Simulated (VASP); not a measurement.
# Mn3Si (Fm-3m) in VASP: single point with LDA

Aim: the single point of Mn3Si with LDA.

Program: VASP 6.6.1. These are calculated values, not measurements. Logs are shortened: lines on timing, memory, paths and dates and some standing lists are left out, and cuts for length are marked.

## (1) The cell of the first run

Symmetry: Fm-3m, No. 225, cubic system. The conventional cell has a = 5.722 Å, b = 5.722 Å, c = 5.722 Å, α = 90.00°, β = 90.00°, γ = 90.00°. Mn (site symmetry m-3m) has 8 Mn at 2.48 Å and 6 Si at 2.86 Å within 3.3 Å. Within 3.3 Å of Mn (site symmetry -43m) lie 10 Mn at 2.48 to 2.86 Å and 4 Si at 2.48 Å. Within 3.3 Å of Si (site symmetry m-3m) lie 14 Mn at 2.48 to 2.86 Å.

## (2) Single point, LDA, non-collinear spin, typed start

File INCAR:

```
  PREC = Accurate
  ENCUT = 520
  EDIFF = 1E-6
  ISMEAR = -1
  SIGMA = 0.05
  LREAL = False
  LASPH = True
  NELM = 150
  ALGO = Normal
  ISIF = 2
  LWAVE = False
  LCHARG = False
  LNONCOLLINEAR = True
  MAGMOM = 0 0 2.4 0 0 0.7 0 0 0.7 0 0 0
  LORBIT = 11
  LMAXMIX = 4
  NBANDS = 57
```

File KPOINTS:

```
regular mesh
0
Gamma
  10 10 10
```

File POSCAR:

```
Mn3Si
1.0
    0.0000000000      2.8610000000      2.8610000000
    2.8610000000      0.0000000000      2.8610000000
    2.8610000000      2.8610000000      0.0000000000
Mn Si
3 1
Direct
    0.5000000000      0.5000000000      0.5000000000
    0.2500000000      0.2500000000      0.2500000000
    0.7500000000      0.7500000000      0.7500000000
    0.0000000000      0.0000000000      0.0000000000
```

Potentials or basis: VASP PAW LDA potentials, release 64 (Mn_pv, Si).

Launch:

```bash
cat potpaw_LDA.64/Mn_pv/POTCAR potpaw_LDA.64/Si/POTCAR > POTCAR
mpirun -np 1 vasp_ncl > vasp.out
```

OUTCAR:

```text
PREC = Accurate
   ENCUT = 520
   EDIFF = 1E-6
   ISMEAR = -1
   LREAL = False
   LASPH = True
   NELM = 150
   ISIF = 2
   LNONCOLLINEAR = True
   LORBIT = 11

 ion  position               nearest neighbor table
   1  0.500  0.500  0.500-   2 2.48   2 2.48   2 2.48   3 2.48   3 2.48   3 2.48   3 2.48   2 2.48
                             4 2.86   4 2.86   4 2.86   4 2.86   4 2.86   4 2.86
   2  0.250  0.250  0.250-   4 2.48   4 2.48   4 2.48   1 2.48   1 2.48   1 2.48   4 2.48   1 2.48
                             3 2.86   3 2.86   3 2.86   3 2.86   3 2.86   3 2.86
   3  0.750  0.750  0.750-   1 2.48   1 2.48   1 2.48   4 2.48   4 2.48   4 2.48   4 2.48   1 2.48
                             2 2.86   2 2.86   2 2.86   2 2.86   2 2.86   2 2.86
   4  0.000  0.000  0.000-   3 2.48   3 2.48   3 2.48   2 2.48   2 2.48   2 2.48   3 2.48   2 2.48
                             1 2.86   1 2.86   1 2.86   1 2.86   1 2.86   1 2.86

  LATTYP: Found a face centered cubic cell.
 ALAT       =     5.7220000000

  Lattice vectors:

 A1 = (   0.0000000000,   2.8610000000,   2.8610000000)
 A2 = (   2.8610000000,   0.0000000000,   2.8610000000)
 A3 = (   2.8610000000,   2.8610000000,   0.0000000000)

Analysis of symmetry for initial positions (statically):
=====================================================================
 Subroutine PRICEL returns:
 Original cell was already a primitive cell.

 Routine SETGRP: Setting up the symmetry group for a
 face centered cubic supercell.

 Subroutine GETGRP returns: Found 48 space group operations
 (whereof 48 operations were pure point group operations)
 out of a pool of 48 trial point group operations.

The static configuration has the point symmetry O_h .

Analysis of symmetry for dynamics (positions and initial velocities):
=====================================================================
 Subroutine PRICEL returns:
 Original cell was already a primitive cell.

 Routine SETGRP: Setting up the symmetry group for a
 face centered cubic supercell.

 Subroutine GETGRP returns: Found 48 space group operations
 (whereof 48 operations were pure point group operations)
 out of a pool of 48 trial point group operations.

The dynamic configuration has the point symmetry O_h .

Analysis of structural, dynamic, and magnetic symmetry:
=====================================================================
 Subroutine PRICEL returns:
 Original cell was already a primitive cell.

 Routine SETGRP: Setting up the symmetry group for a
 face centered cubic supercell.

 Subroutine GETGRP returns: Found  8 space group operations
 (whereof  8 operations were pure point group operations)
 out of a pool of 48 trial point group operations.

The overall configuration has the point symmetry C_4h.

 Subroutine INISYM returns: Found  8 space group operations
 (whereof  8 operations are pure point group operations),
 and found     1 'primitive' translations

----------------------------------------------------------------------------------------

                                     Primitive cell

  volume of cell :      46.8364

  direct lattice vectors                    reciprocal lattice vectors
     0.000000000  2.861000000  2.861000000    -0.174764069  0.174764069  0.174764069
     2.861000000  0.000000000  2.861000000     0.174764069 -0.174764069  0.174764069
     2.861000000  2.861000000  0.000000000     0.174764069  0.174764069 -0.174764069

  length of vectors
     4.046065002  4.046065002  4.046065002     0.302700246  0.302700246  0.302700246

  position of ions in fractional coordinates (direct lattice)
     0.500000000  0.500000000  0.500000000
     0.250000000  0.250000000  0.250000000
     0.750000000  0.750000000  0.750000000
     0.000000000  0.000000000  0.000000000

  ion indices of the primitive-cell ions
   primitive index   ion index
                 1           1
                 2           2
                 3           3
                 4           4

[... 55 lines left out ...]
   total plane-waves  NPLWV =  27000
   dimension x,y,z NGX =    30 NGY =   30 NGZ =   30
   dimension x,y,z NGXF=    60 NGYF=   60 NGZF=   60
   ions per type =               3   1
   NGX,Y,Z   is equivalent  to a cutoff of  12.33, 12.33, 12.33 a.u.
   NGXF,Y,Z  is equivalent  to a cutoff of  24.65, 24.65, 24.65 a.u.
 SYSTEM =  unknown system
   PREC   = accura    normal or accurate (medium, high low for compatibility)
   ISTART =      0    job   : 0-new  1-cont  2-samecut
   ICHARG =      2    charge: 1-file 2-atom 10-const
   ISPIN  =      1    spin polarized calculation?
   LNONCOLLINEAR =      T non collinear calculations
   LSORBIT =      F    spin-orbit coupling
   LASPH  =      T    aspherical Exc in radial PAW
   ENCUT  =  520.0 eV  38.22 Ry    6.18 a.u.   7.52  7.52  7.52*2*pi/ulx,y,z
   NELM   =    150;   NELMIN=  2; NELMDL= -5     # of ELM steps
   EDIFF  = 0.1E-05   stopping-criterion for ELM
   LREAL  =      F    real-space projection
   EDIFFG = 0.1E-04   stopping-criterion for IOM
   NSW    =      0    number of steps for IOM
   IBRION =     -1    ionic relax: 0-MD 1-quasi-New 2-CG
   NFREE  =      0    steps in history (QN), initial steepest desc. (CG)
   ISIF   =      2    stress and relaxation
   ISYM   =      2    0-nonsym 1-usesym 2-fastsym
   POTIM  = 0.5000    time-step for ionic-motion
   TEBEG  =    0.0;   TEEND  =   0.0 temperature during run
   PSTRESS=    0.0 pullay stress
   NELECT =      43.0000    total number of electrons
   NUPDOWN=      -1.0000    fix difference up-down
   EMIN   =  10.00;   EMAX   =-10.00  energy-range for DOS
   EFERMI =   0.00;   METHOD = LEGACY
   ISMEAR =    -1;   SIGMA  =   0.05  broadening in eV -4-tet -1-fermi 0-gaus
   EFERMI_NEDOS =   21; number of points for ismear=-14 and -15
   IALGO  =     38    algorithm
   IMIX   =      4    mixing-type and parameters
     AMIX     =   0.40;   BMIX     =  1.00
     AMIX_MAG =   1.60;   BMIX_MAG =  1.00
  volume/ion in A,a.u.               =      11.71        79.02
  Fermi-wavevector in a.u.,A,eV,Ry     =   1.591121  3.006782 34.445395  2.531665
  Thomas-Fermi vector in A             =   2.689710
   LORBIT       =     11    0 simple, 1 ext, 2 COOP (PROOUT), +10 PAW based schemes
   GGA     = CA    functional components
   LHFCALC =     F    Hartree Fock is set to
   AEXX    =    0.0000 exact exchange contribution
   IVDW    =     0    specifies the selected vdW correction
   LEPSILON=     F    determine dielectric tensor
   LRPA    =     F    only Hartree local field effects (RPA)
  energy-cutoff  :      520.00
  volume of cell :       46.84
 maximum number of plane-waves:      2590
   NGX = 15   NGY = 15   NGZ = 15

 number of electron      43.0000044 magnetization      -0.0000000     -0.0000000      1.0977403

 number of electron      43.0000044 magnetization       0.0000000      0.0000000      1.0999948

 number of electron      43.0000044 magnetization      -0.0000000      0.0000000      1.0906478

 Free energy of the ion-electron system (eV)
  ---------------------------------------------------
  ext. energy  EPLUGINS =         0.00000000
  ---------------------------------------------------
  free energy    TOTEN  =       -37.25438523 eV

  energy without entropy =      -37.21953303  energy(sigma->0) =      -37.23695913

 E-fermi :  10.0648     XC(G=0): -13.3971

 val. band max:       10.0642922337   @ k =   0.1000   0.1000   0.0000
 cond. band min:      10.0658808492   @ k =   0.0000   0.2000   0.2000
 fundamental gap:      0.0015886156
 Fermi energy:        10.0647615003

 k-point     1 :       0.0000    0.0000    0.0000
  band No.  band energies     occupation
      1     -38.6080      1.00000
      2     -38.6080      1.00000
      3     -38.6080      1.00000
      4     -37.5841      1.00000
      5     -37.5841      1.00000
      6     -37.5841      1.00000
[... 1381 lines left out ...]
     54      13.7027      0.00000
     55      14.0667      0.00000

 [... further k-points ...]

 [bands above 55 left out]

------------------------ aborting loop because EDIFF is reached ----------------------------------------

  FORCE on cell =-STRESS in cart. coord.  units (eV):
  Direction    XX          YY          ZZ          XY          YZ          ZX
  --------------------------------------------------------------------------------------
  -------------------------------------------------------------------------------------
  Total       -7.0113092     -7.0113092     -7.0112901     -0.0000002     -0.0000000      0.0000000
  in kB     -239.8424939   -239.8424939   -239.8418407     -0.0000056     -0.0000000      0.0000000
  external PRESSURE =    -239.8422762 kB  Pullay stress =       0.0000000 kB

 VOLUME and BASIS-vectors are now :
 -----------------------------------------------------------------------------
  energy-cutoff  :      520.00
  volume of cell :       46.84
      direct lattice vectors                 reciprocal lattice vectors
     0.000000000  2.861000000  2.861000000    -0.174764069  0.174764069  0.174764069
     2.861000000  0.000000000  2.861000000     0.174764069 -0.174764069  0.174764069
     2.861000000  2.861000000  0.000000000     0.174764069  0.174764069 -0.174764069

 POSITION                                       TOTAL-FORCE (eV/Angst)
 -----------------------------------------------------------------------------------
      2.86100      2.86100      2.86100        -0.000000      0.000000      0.000000
      1.43050      1.43050      1.43050        -0.000000     -0.000000     -0.000000
      4.29150      4.29150      4.29150         0.000000      0.000000      0.000000
      0.00000      0.00000      0.00000        -0.000000      0.000000      0.000000
 -----------------------------------------------------------------------------------
    total drift:                                0.000000      0.000000      0.000000

  FREE ENERGIE OF THE ION-ELECTRON SYSTEM (eV)
  ---------------------------------------------------
  free  energy   TOTEN  =       -37.2543852330 eV

  energy  without entropy=      -37.2195330286  energy(sigma->0) =      -37.23695913

 total charge

# of ion       s       p       d       tot
------------------------------------------
    1        0.375   6.347   5.100  11.822
    2        0.335   6.344   5.243  11.922
    3        0.335   6.344   5.243  11.922
    4        0.726   0.891   0.000   1.617
--------------------------------------------------
tot          1.771  19.926  15.586  37.283

 magnetization (x)

# of ion       s       p       d       tot
------------------------------------------
    1        0.000   0.000   0.000   0.000
    2        0.000   0.000   0.000   0.000
    3        0.000   0.000   0.000   0.000
    4        0.000   0.000   0.000   0.000
--------------------------------------------------
tot          0.000   0.000   0.000   0.000

 magnetization (y)

# of ion       s       p       d       tot
------------------------------------------
    1        0.000   0.000   0.000   0.000
    2        0.000   0.000   0.000   0.000
    3        0.000   0.000   0.000   0.000
    4        0.000   0.000   0.000   0.000
--------------------------------------------------
tot          0.000   0.000   0.000   0.000

 magnetization (z)

# of ion       s       p       d       tot
------------------------------------------
    1        0.019   0.020   2.257   2.295
    2       -0.004  -0.011  -0.623  -0.638
    3       -0.004  -0.011  -0.623  -0.638
    4        0.019   0.016   0.000   0.035
--------------------------------------------------
tot          0.029   0.014   1.012   1.055
```

It took 28 min on 1 thread of Oxide Virtual Turin-like, shared host; peak memory 0.56 GiB.

Results:

| Item | Value |
| --- | --- |
| Free energy | -37.2544 eV |
| Pressure | -24.0 GPa |
| Band gap on the k mesh | zero (bands 43 and 44 overlap by 0.92 eV) |
| Net moment | 1.09 μB per cell |
| Valence electrons inside the program's atomic spheres | Mn 11.82, 11.92 (each value once); Si 1.62 |

Levels at points of the mesh, in eV from the Fermi level:
| k point | band 39 | band 40 | band 41 | band 42 | band 43 | band 44 | band 45 | band 46 | band 47 | band 48 |
| --- | --- | --- | --- | --- | --- | --- | --- | --- | --- | --- |
| (0.00, 0.00, 0.00) | 0.21 | 0.21 | 0.21 | 0.66 | 0.66 | 0.66 | 0.80 | 0.80 | 1.24 | 1.24 |
| (0.50, 0.00, 0.00) | -0.96 | -0.56 | -0.54 | -0.54 | -0.11 | -0.11 | 0.56 | 0.56 | 0.80 | 0.87 |
| (0.50, 0.50, 0.00) | -0.61 | -0.61 | -0.22 | -0.22 | 0.05 | 0.16 | 0.21 | 0.67 | 0.75 | 0.82 |
| (0.00, 0.50, 0.50) | -0.61 | -0.61 | -0.22 | -0.22 | 0.05 | 0.16 | 0.21 | 0.67 | 0.75 | 0.82 |

Moments on the atoms (μB; x, y, z):
```
Mn   0.00  0.00  2.29
Mn   0.00  0.00 -0.64
Mn   0.00  0.00 -0.64
Si   0.00  0.00  0.04
```

Caveat: the cell stands under tension.
